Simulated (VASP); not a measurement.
## Sn4P11: single point with PBE

Sn4P11:

```
Sn P
1.0
     6.91095   -0.14771    0.05592
    -0.14771    6.82793   -0.27612
     0.05592   -0.27612    6.81732
Sn P
4 11
Direct
  0.82626 0.45422 0.91628
  0.35467 0.03391 0.45207
  0.97186 0.17812 0.53162
  0.42632 0.38922 0.74096
  0.37752 0.33793 0.18792
  0.64249 0.74408 0.57862
  0.07215 0.50626 0.60201
  0.60568 0.68551 0.27530
  0.77354 0.41764 0.29821
  0.13260 0.14471 0.10715
  0.78054 0.97485 0.76742
  0.14025 0.99782 0.79954
  0.21003 0.82896 0.04670
  0.67681 0.16502 0.15907
  0.03553 0.74928 0.35844
```

```yaml
Program: VASP 6.6.1
Task: single point
Functional: PBE
Potentials_or_basis: VASP PAW PBE potentials, release 64 (Sn_d, P)
Cutoff: 400 eV
k_mesh: 1 × 1 × 1, shifted
Occupations: fermi-dirac, width 0.2585 eV
Spin: no spin polarisation
Dipole_correction: no
Mended: yes
Further_INCAR_settings: LREAL = Auto; ALGO = Normal; EDIFF = 1e-06; NBANDS = 68; ISYM = -1
```

- Pressure: 5.7 GPa
- Largest force: 3.462 eV/Å
- Band gap on the k mesh: zero (an odd number of electrons rules out a gap without spin polarisation)

Forces on the atoms (eV/Å):
```
Sn  -0.143  0.586  0.110
Sn   1.095 -1.366 -0.048
Sn  -1.699 -1.098 -1.834
Sn   0.137  0.851  0.522
P    1.216  0.192 -0.601
P   -0.570 -0.681  1.514
P    1.323  3.177  0.377
P    0.624 -0.447 -1.341
P    1.291  2.605  1.332
P   -0.516 -0.584 -0.579
P   -0.370  0.519  0.539
P   -0.384 -1.072  0.233
P    0.389 -0.404  0.875
P   -2.351 -1.859 -1.301
P   -0.040 -0.418  0.202
```

Stress tensor (GPa, compression positive):
```
3.93 3.84 4.15
3.84 6.04 3.90
4.15 3.90 7.01
```

Levels at points of the mesh, in eV from the Fermi level:
| k point | band 54 | band 55 | band 56 | band 57 | band 58 | band 59 |
| --- | --- | --- | --- | --- | --- | --- |
| (0.25, 0.25, 0.25) | -0.60 | -0.17 | -0.08 | 0.33 | 0.53 | 0.88 |

Run time: 27 s on 1 thread of Intel(R) Xeon(R) 6975P-C (Granite Rapids), with other jobs on the host, peak memory 0.29 GiB.

Caveat: the atoms stand as in a frame of molecular dynamics; spin-orbit coupling is left out, which moves the levels of the heavy elements.
